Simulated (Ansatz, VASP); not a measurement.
**H2CClF: VASP beside Ansatz**

```
H C Cl F
1.0
    11.20000    0.00000    0.00000
     0.00000   11.00000    0.00000
     0.00000    0.00000   11.70000
H C Cl F
2 1 1 1
Direct
  0.48922 0.58191 0.47737
  0.59884 0.48077 0.54301
  0.51211 0.48818 0.50026
  0.40104 0.43455 0.59724
  0.51355 0.41839 0.40301
```

Alike in both runs: functional PBE; dispersion D3(BJ); k mesh 1 × 1 × 1; occupations gaussian, width 0.01 eV; no spin polarisation.

Ansatz relaxed the structure, and its values are those at the end. VASP's run is a single point on that final structure, the one shown.

|  | VASP | Ansatz |
| --- | --- | --- |
| version | VASP 6.6.1 | Ansatz 0.2.0 |
| potentials or method | VASP PAW PBE potentials, release 64 (H, C, Cl, F), cutoff 520 eV | scalar-relativistic, plane waves, PAW |
| valence electrons in the cell | 20 | 20 |

Ansatz gave:

```
gap on the k mesh at the Fermi level (eV) : 6.46
rms of the force components (eV/Å)        : 0.001
```

Problem. Which values does VASP return?

Solution. gap on the k mesh at the Fermi level (eV): 6.50; rms of the force components (eV/Å): 0.147.

One of these differences is far larger than is usual between the two programs; its cause wasn't traced.
